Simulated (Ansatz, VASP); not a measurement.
# Two plane-wave programs on Ir

The input INCAR:

```
SYSTEM = Ir
ALGO = Normal
EDIFF = 1E-6
ENCUT = 520
GGA = PE
ISIF = 2
ISMEAR = 0
LASPH = .TRUE.
LCHARG = .FALSE.
LREAL = .FALSE.
LWAVE = .FALSE.
NBANDS = 10
NELM = 60
PREC = Accurate
SIGMA = 0.05
```

File KPOINTS:

```
k-points
0
G
  8 8 8
  0 0 0
```

File POSCAR:

```
Ir
1.0
    0.0000000000      1.9379620156      1.9379620156
    1.9379620156      0.0000000000      1.9379620156
    1.9379620156      1.9379620156      0.0000000000
Ir
1
Direct
    0.0000000000      0.0000000000      0.0000000000
```

Input for Ansatz:

```yaml
crystal:
  lattice:
    - [0.0, 1.9379620169, 1.9379620169]
    - [1.9379620169, 0.0, 1.9379620169]
    - [1.9379620169, 1.9379620169, 0.0]
  atoms:
    - { symbol: Ir, position: [0.0, 0.0, 0.0] }
basis:
  ecutwfc: 420
  ecutrho_ratio: 4
kpoints:
  mp_grid: { grid: [8, 8, 8] }
hamiltonian:
  xc: pbe
scf:
  occupations: { method: gaussian, width: 0.05 }
output:
  forces: true
  stress: true
  eigenvalues: true
```

Alike in both runs: task single point; functional PBE; k mesh 8 × 8 × 8; occupations gaussian, width 0.05 eV; no spin polarisation.

|  | VASP | Ansatz |
| --- | --- | --- |
| version | VASP 6.6.1 | Ansatz 0.2.0 |
| potentials or method | VASP PAW PBE potentials, release 64 (Ir), cutoff 520 eV | scalar-relativistic, plane waves, PAW |
| valence electrons in the cell | 9 | 17 |

VASP gave:

* pressure (GPa): 0.4

Question: What did Ansatz give for the same quantities?

Answer: Pressure (GPa): -0.1.

The functional is the same, so the differences come from potentials, cutoffs and numerics. VASP's potentials hold 9 valence electrons a cell and Ansatz's 17, so a difference there can come from the potentials and not from the codes.

Spin-orbit coupling is off throughout.
